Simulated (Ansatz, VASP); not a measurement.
CaP2Ru2 in VASP and in Ansatz

```
Ca P Ru
1.0
    -2.00231    2.00231    4.76613
     2.00231   -2.00231    4.76613
     2.00231    2.00231   -4.76613
Ca P Ru
1 2 2
Direct
  0.00000 0.00000 0.00000
  0.63014 0.63014 0.00000
  0.36986 0.36986 0.00000
  0.75000 0.25000 0.50000
  0.25000 0.75000 0.50000
```

Alike in both runs: functional LDA; k mesh 12 × 12 × 12; occupations gaussian, width 0.1 eV; no spin polarisation.

Ansatz relaxed the structure, and its values are those at the end. VASP's run is a single point on that final structure, the one shown.

|  | VASP | Ansatz |
| --- | --- | --- |
| version | VASP 6.6.1 | Ansatz 0.2.0 |
| potentials or method | VASP PAW LDA potentials, release 64 (Ca_sv, P, Ru_pv), cutoff 500 eV | scalar-relativistic, plane waves, PAW |
| valence electrons in the cell | 48 | 52 |

Ansatz gave:

* gap on the k mesh at the Fermi level (eV): none
* pressure (GPa): 0.0
* rms of the force components (eV/Å): 0.000

**Question.** Estimate VASP's values.

**Answer.** gap on the k mesh at the Fermi level (eV): none; pressure (GPa): 0.4; rms of the force components (eV/Å): 0.009.

LDA's correlation is that of Perdew and Zunger in VASP and of Perdew and Wang (1992) in Ansatz. A gap of «none» marks a metal or a gap that the smearing closes. VASP's potentials hold 48 valence electrons a cell and Ansatz's 52, so a difference there can come from the potentials and not from the codes.
